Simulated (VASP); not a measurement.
# KCl (Pm-3m) in VASP: dielectric tensor with r2SCAN

Aim: the dielectric tensor of KCl with r2SCAN.

Everything below comes from runs of VASP 6.6.1. Logs are shortened: lines on timing, memory, paths and dates and some standing lists are left out, and cuts for length are marked.

**1. The cell of the first run**

Symmetry: Pm-3m, No. 221, cubic system. The conventional cell has a = 3.771 Å, b = 3.771 Å, c = 3.771 Å, α = 90.00°, β = 90.00°, γ = 90.00°. K (site symmetry m-3m) has 8 Cl at 3.27 Å and 6 K at 3.77 Å within 4.3 Å. Cl (site symmetry m-3m) has 8 K at 3.27 Å and 6 Cl at 3.77 Å within 4.3 Å.

**2. Dielectric tensor, r2SCAN**

Input file INCAR:

```
SYSTEM = KCl
ALGO = Normal
EDIFF = 1E-8
ENCUT = 520
ISIF = 2
ISMEAR = 0
LASPH = .TRUE.
LCALCEPS = .TRUE.
LCHARG = .FALSE.
LMIXTAU = .TRUE.
LREAL = .FALSE.
LWAVE = .FALSE.
METAGGA = R2SCAN
NELM = 80
PREC = Accurate
SIGMA = 0.01
```

Input file KPOINTS:

```
k-points
0
G
  6 6 6
  0 0 0
```

Input file POSCAR:

```
KCl
1.0
    3.7711686990      0.0000000000      0.0000000000
    0.0000000000      3.7711686990      0.0000000000
    0.0000000000      0.0000000000      3.7711686990
K Cl
1 1
Direct
    0.0000000000      0.0000000000      0.0000000000
    0.5000000000      0.5000000000      0.5000000000
```

Potentials or basis: VASP PAW PBE potentials, release 64 (K_sv, Cl).

On the command line:

```
> cat potpaw_PBE.64/K_sv/POTCAR potpaw_PBE.64/Cl/POTCAR > POTCAR
> mpirun -np 1 vasp_std > vasp.out
```

OUTCAR:

```text
SYSTEM = KCl
   EDIFF = 1E-8
   ENCUT = 520
   ISIF = 2
   ISMEAR = 0
   LASPH = .TRUE.
   LREAL = .FALSE.
   METAGGA = R2SCAN
   NELM = 80
   PREC = Accurate

 ion  position               nearest neighbor table
   1  0.000  0.000  0.000-
   2  0.500  0.500  0.500-

  LATTYP: Found a simple cubic cell.
 ALAT       =     3.7711686990

  Lattice vectors:

 A1 = (   3.7711686990,   0.0000000000,   0.0000000000)
 A2 = (   0.0000000000,   3.7711686990,   0.0000000000)
 A3 = (   0.0000000000,   0.0000000000,   3.7711686990)

Analysis of symmetry for initial positions (statically):
=====================================================================
 Subroutine PRICEL returns:
 Original cell was already a primitive cell.

 Routine SETGRP: Setting up the symmetry group for a
 simple cubic supercell.

 Subroutine GETGRP returns: Found 48 space group operations
 (whereof 48 operations were pure point group operations)
 out of a pool of 48 trial point group operations.

The static configuration has the point symmetry O_h .

Analysis of symmetry for dynamics (positions and initial velocities):
=====================================================================
 Subroutine PRICEL returns:
 Original cell was already a primitive cell.

 Routine SETGRP: Setting up the symmetry group for a
 simple cubic supercell.

 Subroutine GETGRP returns: Found 48 space group operations
 (whereof 48 operations were pure point group operations)
 out of a pool of 48 trial point group operations.

The dynamic configuration has the point symmetry O_h .

 Subroutine INISYM returns: Found 48 space group operations
 (whereof 48 operations are pure point group operations),
 and found     1 'primitive' translations

----------------------------------------------------------------------------------------

                                     Primitive cell

  volume of cell :      53.6325

  direct lattice vectors                    reciprocal lattice vectors
     3.771168699  0.000000000  0.000000000     0.265169787  0.000000000  0.000000000
     0.000000000  3.771168699  0.000000000     0.000000000  0.265169787  0.000000000
     0.000000000  0.000000000  3.771168699     0.000000000  0.000000000  0.265169787

  length of vectors
     3.771168699  3.771168699  3.771168699     0.265169787  0.265169787  0.265169787

  position of ions in fractional coordinates (direct lattice)
     0.000000000  0.000000000  0.000000000
     0.500000000  0.500000000  0.500000000

  ion indices of the primitive-cell ions
   primitive index   ion index
                 1           1
                 2           2

----------------------------------------------------------------------------------------

 KPOINTS: k-points

Automatic generation of k-mesh.
 Grid dimensions read from file:
 generate k-points for:    6    6    6

 Generating k-lattice:

  Cartesian coordinates                     Fractional coordinates (reciprocal lattice)
     0.044194964  0.000000000  0.000000000     0.166666667  0.000000000  0.000000000
     0.000000000  0.044194964  0.000000000     0.000000000  0.166666667  0.000000000
     0.000000000  0.000000000  0.044194964     0.000000000  0.000000000  0.166666667

  Length of vectors
     0.044194964  0.044194964  0.044194964

  Shift w.r.t. Gamma in fractional coordinates (k-lattice)
     0.000000000  0.000000000  0.000000000

 Subroutine IBZKPT returns following result:
 ===========================================

 Found     20 irreducible k-points:

 Following reciprocal coordinates:
            Coordinates               Weight
  0.000000  0.000000  0.000000      1.000000
  0.166667  0.000000  0.000000      6.000000
  0.333333  0.000000  0.000000      6.000000
[... 27 lines left out ...]
   ISTART =      0    job   : 0-new  1-cont  2-samecut
   ICHARG =      2    charge: 1-file 2-atom 10-const
   ISPIN  =      1    spin polarized calculation?
   LNONCOLLINEAR =      F non collinear calculations
   LSORBIT =      F    spin-orbit coupling
   LASPH  =      T    aspherical Exc in radial PAW
   ENCUT  =  520.0 eV  38.22 Ry    6.18 a.u.   7.01  7.01  7.01*2*pi/ulx,y,z
   NELM   =     80;   NELMIN=  2; NELMDL= -5     # of ELM steps
   EDIFF  = 0.1E-07   stopping-criterion for ELM
   LREAL  =      F    real-space projection
   EDIFFG = 0.1E-06   stopping-criterion for IOM
   NSW    =      0    number of steps for IOM
   IBRION =     -1    ionic relax: 0-MD 1-quasi-New 2-CG
   NFREE  =      0    steps in history (QN), initial steepest desc. (CG)
   ISIF   =      2    stress and relaxation
   ISYM   =      2    0-nonsym 1-usesym 2-fastsym
   POTIM  = 0.5000    time-step for ionic-motion
   TEBEG  =    0.0;   TEEND  =   0.0 temperature during run
   PSTRESS=    0.0 pullay stress
   NELECT =      16.0000    total number of electrons
   NUPDOWN=      -1.0000    fix difference up-down
   EMIN   =  10.00;   EMAX   =-10.00  energy-range for DOS
   EFERMI =   0.00;   METHOD = LEGACY
   ISMEAR =     0;   SIGMA  =   0.01  broadening in eV -4-tet -1-fermi 0-gaus
   EFERMI_NEDOS =   21; number of points for ismear=-14 and -15
   IALGO  =     38    algorithm
   IMIX   =      4    mixing-type and parameters
     AMIX     =   0.40;   BMIX     =  1.00
     AMIX_MAG =   1.60;   BMIX_MAG =  1.00
  volume/ion in A,a.u.               =      26.82       180.96
  Fermi-wavevector in a.u.,A,eV,Ry     =   1.093886  2.067145 16.280559  1.196587
  Thomas-Fermi vector in A             =   2.230180
   LORBIT       =      0    0 simple, 1 ext, 2 COOP (PROOUT), +10 PAW based schemes
   METAGGA = R2SCAN    functional components
   LHFCALC =     F    Hartree Fock is set to
   AEXX    =    0.0000 exact exchange contribution
   IVDW    =     0    specifies the selected vdW correction
   LEPSILON=     F    determine dielectric tensor
   LRPA    =     F    only Hartree local field effects (RPA)
   LRPA       =     F
 non-spin polarized calculation
 Gauss-broadening in eV      SIGMA  =   0.01
  energy-cutoff  :      520.00
  volume of cell :       53.63
 maximum number of plane-waves:      1472
   NGX = 15   NGY = 15   NGZ = 15

 Total electronic dipole moment: p[elc]=(    -0.00000     0.00000    -0.00000 ) |e| Angst

 Total electronic dipole moment: p[elc]=(     0.00000    -0.00000     0.00000 ) |e| Angst

 number of electron      16.0000004 magnetization

 Free energy of the ion-electron system (eV)
  ---------------------------------------------------
  ext. energy  EPLUGINS =         0.00000000
  ---------------------------------------------------
  free energy    TOTEN  =       -16.40762867 eV

  energy without entropy =      -16.40762867  energy(sigma->0) =      -16.40762867

 E-fermi :  -0.8646     XC(G=0):  -8.7337

 val. band max:       -0.9591473351   @ k =   0.5000   0.5000   0.0000
 cond. band min:   10000.0000000000   @ k =   0.0000   0.0000   0.0000
 fundamental gap:  10000.9591473351
 Fermi energy:        -0.8646169311

 k-point     1 :       0.0000    0.0000    0.0000
  band No.  band energies     occupation
      1     -30.0454      2.00000
      2     -14.1933      2.00000
      3     -12.6541      2.00000
      4     -12.6541      2.00000
      5     -12.6541      2.00000
      6      -1.1753      2.00000
      7      -1.1753      2.00000
      8      -1.1752      2.00000
      9   10000.0000      0.00000
     10   10000.0000      0.00000
     11   10000.0000      0.00000
     12   10000.0000      0.00000
[... 331 lines left out ...]
 k-point    24 :       0.0000    0.1667    0.1667
  band No.  band energies     occupation
      1     -30.0339      2.00000
      2     -14.2298      2.00000
      3     -12.7191      2.00000
      4     -12.6365      2.00000
      5     -12.5645      2.00000
      6      -1.7541      2.00000
      7      -1.5130      2.00000
      8      -1.1680      2.00000
      9   10000.0000      0.00000
     10   10000.0000      0.00000
     11   10000.0000      0.00000
     12   10000.0000      0.00000

 [... further k-points ...]

------------------------ aborting loop because EDIFF is reached ----------------------------------------

            Ionic dipole moment: p[ion]=(   -13.19909   -13.19909   -13.19909 ) |e| Angst

 Total electronic dipole moment: p[elc]=(     0.00000     0.00000     0.00440 ) |e| Angst

 MACROSCOPIC STATIC DIELECTRIC TENSOR (including local field effects)
 ------------------------------------------------------
           2.484360     0.000000     0.000000
          -0.000000     2.484360    -0.000000
           0.000000     0.000000     2.484360
 ------------------------------------------------------

 PIEZOELECTRIC TENSOR (including local field effects) (e Angst)
          XX          YY          ZZ          XY          YZ          ZX
  --------------------------------------------------------------------------------
  x     0.00000     0.00000     0.00000     0.00000     0.00000     0.00000
  y     0.00000     0.00000     0.00000     0.00000     0.00000     0.00000
  z     0.00000     0.00000     0.00000     0.00000     0.00000     0.00000

 PIEZOELECTRIC TENSOR (including local field effects) (C/m^2)
          XX          YY          ZZ          XY          YZ          ZX
  --------------------------------------------------------------------------------
  x     0.00000     0.00000     0.00000     0.00000     0.00000     0.00000
  y     0.00000     0.00000     0.00000     0.00000     0.00000     0.00000
  z     0.00000     0.00000     0.00000     0.00000     0.00000     0.00000

 BORN EFFECTIVE CHARGES (including local field effects) (in |e|, cummulative output)
 ---------------------------------------------------------------------------------
 ion    1
    1     1.14556     0.00000     0.00000
    2    -0.00000     1.14556     0.00000
    3     0.00000    -0.00000     1.14556
 ion    2
    1    -1.14556     0.00000     0.00000
    2     0.00000    -1.14556    -0.00000
    3    -0.00000     0.00000    -1.14556

  FORCE on cell =-STRESS in cart. coord.  units (eV):
  Direction    XX          YY          ZZ          XY          YZ          ZX
  --------------------------------------------------------------------------------------
  -------------------------------------------------------------------------------------
  Total       -0.0142621     -0.0142621     -0.0142621     -0.0000000      0.0000000     -0.0000000
  in kB       -0.4260550     -0.4260550     -0.4260550     -0.0000000      0.0000000     -0.0000000
  external PRESSURE =      -0.4260550 kB  Pullay stress =       0.0000000 kB

 VOLUME and BASIS-vectors are now :
 -----------------------------------------------------------------------------
  energy-cutoff  :      520.00
  volume of cell :       53.63
      direct lattice vectors                 reciprocal lattice vectors
     3.771168699  0.000000000  0.000000000     0.265169787  0.000000000  0.000000000
     0.000000000  3.771168699  0.000000000     0.000000000  0.265169787  0.000000000
     0.000000000  0.000000000  3.771168699     0.000000000  0.000000000  0.265169787

 POSITION                                       TOTAL-FORCE (eV/Angst)
 -----------------------------------------------------------------------------------
      0.00000      0.00000      0.00000         0.000000      0.000000      0.000000
      1.88558      1.88558      1.88558         0.000000      0.000000      0.000000
 -----------------------------------------------------------------------------------
    total drift:                                0.000000      0.000000      0.000000

  FREE ENERGIE OF THE ION-ELECTRON SYSTEM (eV)
  ---------------------------------------------------
  free  energy   TOTEN  =       -16.4076286734 eV

  energy  without entropy=      -16.4076286734  energy(sigma->0) =      -16.40762867
```

It took 8.9 min on 1 thread of Intel Xeon 6975P-C (Granite Rapids), shared host; peak memory 0.26 GiB.

What came out:

```yaml
Band_gap_on_the_k_mesh: 5.81 eV (least direct gap 6.02 eV)
Electronic_dielectric_tensor_diagonal: 2.48
Born_charges_mean_of_the_diagonal: K +1.15; Cl -1.15 e
```

Levels at points of the mesh, in eV from the valence-band top:
```
           k point  band 6  band 7  band 8  band 9  band 10  band 11
(0.00, 0.00, 0.00)   -0.22   -0.22   -0.22    5.81     7.09     7.09
(0.50, 0.00, 0.00)   -1.90   -0.23   -0.23    8.56     8.73     9.32
(0.50, 0.50, 0.00)   -1.30   -1.30    0.00    6.86     8.08     9.73
(0.50, 0.50, 0.50)   -1.45   -1.45   -1.45    9.67     9.67     9.67
```

Electronic dielectric tensor:
```
2.48 0.00 0.00
0.00 2.48 0.00
0.00 0.00 2.48
```

Born effective charge tensors (e):
atom 1, K
```
1.15 0.00 0.00
0.00 1.15 0.00
0.00 0.00 1.15
```
atom 2, Cl
```
-1.15  0.00  0.00
 0.00 -1.15  0.00
 0.00  0.00 -1.15
```

Dipole moments of the cell (e·Å, modulo the quantum): ionic -13.199, -13.199, -13.199; electronic 0.000, 0.000, 0.004

Caveat: the structure was generated, so it needn't be the stable form of KCl; the PAW data sets were made with another functional, which shifts forces and pressure a little. A k mesh can miss the band edges.

The gap in the log of VASP goes by the Fermi energy; the results here count the filled bands.